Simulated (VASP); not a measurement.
# Al (P6_3/mmc) in VASP: a series of runs, part 2 of 2

VASP 6.6.1. The steps go on from the part before.

### 4 Single point, PBE+D3(BJ) (16.36 Å³/atom)

File INCAR:

```
PREC = Accurate
ENCUT = 520
EDIFF = 1E-6
ISMEAR = 0
SIGMA = 0.15
LREAL = F
LASPH = T
NELM = 100
ALGO = Normal
ISIF = 2
LWAVE = F
LCHARG = F
GGA = PE
IVDW = 12
NBANDS = 14
```

File KPOINTS:

```
regular mesh
0
Gamma
  18 18 6
```

File POSCAR:

```
Al
1.0
    2.8904429735      0.0000000000      0.0000000000
   -1.4452214868      2.5031970433      0.0000000000
    0.0000000000      0.0000000000      9.0444851085
Al
4
Direct
    0.0000000000      0.0000000000      0.0000000000
    0.3333333333      0.6666666667      0.2500000000
    0.0000000000      0.0000000000      0.5000000000
    0.6666666667      0.3333333333      0.7500000000
```

Potentials or basis: VASP PAW PBE potentials, release 64 (Al).

Run with:

```console
$ cat potpaw_PBE.64/Al/POTCAR > POTCAR
$ mpirun -np 1 vasp_std > vasp.out
```

OUTCAR:

```text
PREC = Accurate
   ENCUT = 520
   EDIFF = 1E-6
   ISMEAR = 0
   LREAL = F
   LASPH = T
   NELM = 100
   ISIF = 2
   GGA = PE
   IVDW = 12
 IVDW          = 12

 ion  position               nearest neighbor table
   1  0.000  0.000  0.000-   2 2.81   4 2.81   4 2.81   2 2.81   4 2.81   2 2.81
   2  0.333  0.667  0.250-   1 2.81   3 2.81   1 2.81   3 2.81   1 2.81   3 2.81
   3  0.000  0.000  0.500-   2 2.81   4 2.81   4 2.81   2 2.81   4 2.81   2 2.81
   4  0.667  0.333  0.750-   1 2.81   3 2.81   1 2.81   3 2.81   1 2.81   3 2.81

  LATTYP: Found a hexagonal cell.
 ALAT       =     2.8904429735
 C/A-ratio  =     3.1291000000

  Lattice vectors:

 A1 = (   2.8904429735,   0.0000000000,   0.0000000000)
 A2 = (  -1.4452214868,   2.5031970433,   0.0000000000)
 A3 = (   0.0000000000,   0.0000000000,   9.0444851085)

Analysis of symmetry for initial positions (statically):
=====================================================================
 Subroutine PRICEL returns:
 Original cell was already a primitive cell.

 Routine SETGRP: Setting up the symmetry group for a
 hexagonal supercell.

 Subroutine GETGRP returns: Found 24 space group operations
 (whereof 12 operations were pure point group operations)
 out of a pool of 24 trial point group operations.

The static configuration has the point symmetry D_3d.
 The point group associated with its full space group is D_6h.

Analysis of symmetry for dynamics (positions and initial velocities):
=====================================================================
 Subroutine PRICEL returns:
 Original cell was already a primitive cell.

 Routine SETGRP: Setting up the symmetry group for a
 hexagonal supercell.

 Subroutine GETGRP returns: Found 24 space group operations
 (whereof 12 operations were pure point group operations)
 out of a pool of 24 trial point group operations.

The dynamic configuration has the point symmetry D_3d.
 The point group associated with its full space group is D_6h.

 Subroutine INISYM returns: Found 24 space group operations
 (whereof 12 operations are pure point group operations),
 and found     1 'primitive' translations

----------------------------------------------------------------------------------------

                                     Primitive cell

  volume of cell :      65.4400

  direct lattice vectors                    reciprocal lattice vectors
     2.890442973  0.000000000  0.000000000     0.345967732  0.199744563  0.000000000
    -1.445221487  2.503197043  0.000000000     0.000000000  0.399489126  0.000000000
     0.000000000  0.000000000  9.044485108     0.000000000  0.000000000  0.110564613

  length of vectors
     2.890442973  2.890442974  9.044485108     0.399489126  0.399489126  0.110564613

  position of ions in fractional coordinates (direct lattice)
     0.000000000  0.000000000  0.000000000
     0.333333333  0.666666667  0.250000000
     0.000000000  0.000000000  0.500000000
     0.666666667  0.333333333  0.750000000

  ion indices of the primitive-cell ions
   primitive index   ion index
                 1           1
                 2           2
                 3           3
                 4           4

----------------------------------------------------------------------------------------

 KPOINTS: regular mesh

[... 54 lines left out ...]
   ions per type =               4
   NGX,Y,Z   is equivalent  to a cutoff of  13.80, 13.80, 12.87 a.u.
   NGXF,Y,Z  is equivalent  to a cutoff of  27.61, 27.61, 25.73 a.u.
 SYSTEM =  unknown system
   PREC   = accura    normal or accurate (medium, high low for compatibility)
   ISTART =      0    job   : 0-new  1-cont  2-samecut
   ICHARG =      2    charge: 1-file 2-atom 10-const
   ISPIN  =      1    spin polarized calculation?
   LNONCOLLINEAR =      F non collinear calculations
   LSORBIT =      F    spin-orbit coupling
   LASPH  =      T    aspherical Exc in radial PAW
   ENCUT  =  520.0 eV  38.22 Ry    6.18 a.u.   5.37  5.37 16.82*2*pi/ulx,y,z
   NELM   =    100;   NELMIN=  2; NELMDL= -5     # of ELM steps
   EDIFF  = 0.1E-05   stopping-criterion for ELM
   LREAL  =      F    real-space projection
   EDIFFG = 0.1E-04   stopping-criterion for IOM
   NSW    =      0    number of steps for IOM
   IBRION =     -1    ionic relax: 0-MD 1-quasi-New 2-CG
   NFREE  =      0    steps in history (QN), initial steepest desc. (CG)
   ISIF   =      2    stress and relaxation
   ISYM   =      2    0-nonsym 1-usesym 2-fastsym
   POTIM  = 0.5000    time-step for ionic-motion
   TEBEG  =    0.0;   TEEND  =   0.0 temperature during run
   PSTRESS=    0.0 pullay stress
   NELECT =      12.0000    total number of electrons
   NUPDOWN=      -1.0000    fix difference up-down
   EMIN   =  10.00;   EMAX   =-10.00  energy-range for DOS
   EFERMI =   0.00;   METHOD = LEGACY
   ISMEAR =     0;   SIGMA  =   0.15  broadening in eV -4-tet -1-fermi 0-gaus
   EFERMI_NEDOS =   21; number of points for ismear=-14 and -15
   IALGO  =     38    algorithm
   IMIX   =      4    mixing-type and parameters
     AMIX     =   0.40;   BMIX     =  1.00
     AMIX_MAG =   1.60;   BMIX_MAG =  1.00
  volume/ion in A,a.u.               =      16.36       110.40
  Fermi-wavevector in a.u.,A,eV,Ry     =   0.930081  1.757598 11.769731  0.865051
  Thomas-Fermi vector in A             =   2.056432
   LORBIT       =      0    0 simple, 1 ext, 2 COOP (PROOUT), +10 PAW based schemes
   GGA     = PE    functional components
   LHFCALC =     F    Hartree Fock is set to
   AEXX    =    0.0000 exact exchange contribution
   IVDW    =    12    specifies the selected vdW correction
   LEPSILON=     F    determine dielectric tensor
   LRPA    =     F    only Hartree local field effects (RPA)
 non-spin polarized calculation
 Gauss-broadening in eV      SIGMA  =   0.15
  energy-cutoff  :      520.00
  volume of cell :       65.44
 maximum number of plane-waves:      1810
 NGX is ok and might be reduce to    24
   NGX = 11   NGY = 11   NGZ = 33

 number of electron      12.0000000 magnetization

 Free energy of the ion-electron system (eV)
  ---------------------------------------------------
  ext. energy  EPLUGINS =         0.00000000
  ---------------------------------------------------
  free energy    TOTEN  =       -14.91373620 eV

  energy without entropy =      -14.89556167  energy(sigma->0) =      -14.90464893

 E-fermi :   8.0951     XC(G=0): -10.2275

 val. band max:        8.0936839489   @ k =   0.3889   0.2222   0.5000
 cond. band min:       8.0954381785   @ k =   0.3889   0.2222   0.3333
 fundamental gap:      0.0017542296
 Fermi energy:         8.0951402276

 k-point     1 :       0.0000    0.0000    0.0000
  band No.  band energies     occupation
      1      -3.1070      2.00000
      2      -1.3100      2.00000
      3      -1.3076      2.00000
      4       3.7044      2.00000
      5       4.2317      2.00000
      6      12.3579      0.00000
      7      12.3791      0.00000
      8      18.1416      0.00000
      9      18.1416      0.00000
     10      18.3974      0.00000
     11      18.3974      0.00000
     12      19.4854      0.00000
     13      19.4861      0.00000
     14      19.7228      0.00000
[... 377 lines left out ...]
      1       1.6918      2.00000
      2       3.3988      2.00000
      3       3.4184      2.00000
      4       4.1983      2.00000
      5       5.9237      2.00000
      6       5.9758      2.00000
      7       8.2589      0.12257
      8       8.9137      0.00000
      9      10.3025      0.00000
     10      10.6506      0.00000
     11      11.6341      0.00000
     12      12.1660      0.00000
     13      12.4035      0.00000
     14      16.4581      0.00000

 [... further k-points ...]

------------------------ aborting loop because EDIFF is reached ----------------------------------------

 Edisp (eV)   -1.35726

 E8    (eV) :    -0.6070

  FORCE on cell =-STRESS in cart. coord.  units (eV):
  Direction    XX          YY          ZZ          XY          YZ          ZX
  --------------------------------------------------------------------------------------
  -------------------------------------------------------------------------------------
  Total      -1.42034    -1.42034    -0.05369     0.00000     0.00000    -0.00000
  in kB     -34.77449   -34.77449    -1.31448     0.00000     0.00000    -0.00000
  external pressure =      -23.62 kB  Pullay stress =        0.00 kB

 VOLUME and BASIS-vectors are now :
 -----------------------------------------------------------------------------
  energy-cutoff  :      520.00
  volume of cell :       65.44
      direct lattice vectors                 reciprocal lattice vectors
     2.890442973  0.000000000  0.000000000     0.345967732  0.199744563  0.000000000
    -1.445221487  2.503197043  0.000000000     0.000000000  0.399489126  0.000000000
     0.000000000  0.000000000  9.044485108     0.000000000  0.000000000  0.110564613

 POSITION                                       TOTAL-FORCE (eV/Angst)
 -----------------------------------------------------------------------------------
      0.00000      0.00000      0.00000        -0.000000      0.000000     -0.000000
     -0.00000      1.66880      2.26112        -0.000000      0.000000      0.000000
      0.00000      0.00000      4.52224        -0.000000      0.000000     -0.000000
      1.44522      0.83440      6.78336         0.000000     -0.000000      0.000000
 -----------------------------------------------------------------------------------
    total drift:                               -0.000000      0.000000      0.000000

  FREE ENERGIE OF THE ION-ELECTRON SYSTEM (eV)
  ---------------------------------------------------
  free  energy   TOTEN  =       -16.2709971511 eV

  energy  without entropy=      -16.2528226185  energy(sigma->0) =      -16.26190988
```

OSZICAR:

```text
N       E                     dE             d eps       ncg     rms          rms(c)
DAV:   1     0.648442160484E+01    0.64844E+01   -0.41190E+03  4152   0.657E+02
DAV:   2    -0.143291582107E+02   -0.20814E+02   -0.19218E+02  5390   0.894E+01
DAV:   3    -0.150036898130E+02   -0.67453E+00   -0.66672E+00  5532   0.131E+01
DAV:   4    -0.150081602038E+02   -0.44704E-02   -0.44697E-02  4950   0.136E+00
DAV:   5    -0.150082132454E+02   -0.53042E-04   -0.53041E-04  5414   0.151E-01    0.262E+00
DAV:   6    -0.149532769831E+02    0.54936E-01   -0.60338E-03  4796   0.442E-01    0.152E+00
DAV:   7    -0.149141668226E+02    0.39110E-01   -0.15604E-02  4666   0.665E-01    0.219E-01
DAV:   8    -0.149137470538E+02    0.41977E-03   -0.25868E-04  5792   0.847E-02    0.248E-02
DAV:   9    -0.149137369485E+02    0.10105E-04   -0.97556E-06  5094   0.151E-02    0.469E-03
DAV:  10    -0.149137362006E+02    0.74792E-06   -0.24832E-07  3572   0.337E-03
   1 F= -.16270997E+02 E0= -.16261910E+02  d E =-.181745E-01
```

stdout:

```text
POSCAR found type information on POSCAR Al
 POSCAR found :  1 types and       4 ions
 scaLAPACK will be used
 LDA part: xc-table for (Slater+PW92), standard interpolation
 POSCAR, INCAR and KPOINTS ok, starting setup
 FFT: planning ... GRIDC
 FFT: planning ... GRID_SOFT
 FFT: planning ... GRID
 WAVECAR not read
 entering main loop
```

Wall time 37 s (1 thread of Intel Xeon 6975P-C (Granite Rapids), shared host); peak memory 0.25 GiB.

What came out:

| Item | Value |
| --- | --- |
| Free energy | -16.2710 eV |
| Pressure | -2.4 GPa |
| Band gap on the k mesh | zero (bands 6 and 7 overlap by 6.17 eV) |
| Dispersion energy per atom | -0.339 eV |

### 5 Single point, PBE+D3(BJ) (16.36 Å³/atom)

File INCAR:

```
SYSTEM = Al
  ALGO = Normal
  EDIFF = 1E-6
  ENCUT = 520
  GGA = PE
  ISIF = 2
  ISMEAR = 0
  IVDW = 12
  LASPH = .True.
  LCHARG = .True.
  LELF = .True.
  LREAL = .False.
  LVHAR = .True.
  LWAVE = .False.
  NBANDS = 14
  NELM = 100
  PREC = Accurate
  SIGMA = 0.15
```

File KPOINTS:

```
k-points
0
Gamma
  18 18 6
  0 0 0
```

File POSCAR:

```
Al
1.0
    2.8597018296      0.0000000000      0.0000000000
   -1.4298509148      2.4765744316      0.0000000000
    0.0000000000      0.0000000000      9.2399825815
Al
4
Direct
    0.0000000000      0.0000000000      0.0000000000
    0.3333333333      0.6666666667      0.2500000000
    0.0000000000      0.0000000000      0.5000000000
    0.6666666667      0.3333333333      0.7500000000
```

Run with:

```console
$ cat potpaw_PBE.64/Al/POTCAR > POTCAR
$ mpirun -np 1 vasp_std > vasp.out
```

It took 37 s on 1 thread of Intel Xeon 6975P-C (Granite Rapids), shared host; peak memory 0.25 GiB.

The run converged. Its results:

```yaml
Free_energy: -16.2940 eV
Pressure: -2.6 GPa
Band_gap_on_the_k_mesh: zero (bands 6 and 7 overlap by 5.64 eV)
Dispersion_energy_per_atom: -0.339 eV
```

Stress tensor (GPa, compression positive):
```
-3.09  0.00  0.00
 0.00 -3.09  0.00
 0.00  0.00 -1.54
```

Levels at points of the mesh, in eV from the Fermi level:
```csv
k point,band 4,band 5,band 6,band 7,band 8,band 9
"(0.00, 0.00, 0.00)",-4.57,-4.26,3.66,3.67,10.56,10.56
"(0.50, 0.00, 0.00)",-3.88,-3.37,-3.27,0.84,1.30,1.42
"(0.00, 0.00, 0.50)",-7.34,-0.72,-0.72,8.60,8.60,10.88
"(0.50, 0.00, 0.50)",-4.83,-1.85,-1.85,-1.19,-1.19,4.70
```

### 6 Overview

```csv
cell,gap on the mesh (eV),pressure (GPa)
"a = 2.829, b = 2.829, c = 9.440 Å, angles 90.0, 90.0, 120.0°, 4 atoms",none,-2.5
"a = 2.921, b = 2.921, c = 8.853 Å, angles 90.0, 90.0, 120.0°, 4 atoms",none,-1.9
"a = 2.890, b = 2.890, c = 9.044 Å, angles 90.0, 90.0, 120.0°, 4 atoms",none,-2.4
"a = 2.860, b = 2.860, c = 9.240 Å, angles 90.0, 90.0, 120.0°, 4 atoms",none,-2.6
```

Alike in all rows: task single point; level PBE+D3(BJ); potentials or basis VASP PAW PBE potentials, release 64 (Al); no spin polarisation; k mesh 18 × 18 × 6; cutoff (eV) 520; smearing gaussian 0.15 eV.

Total energies depend on the potentials used, so only differences within one code and one set of settings carry meaning.
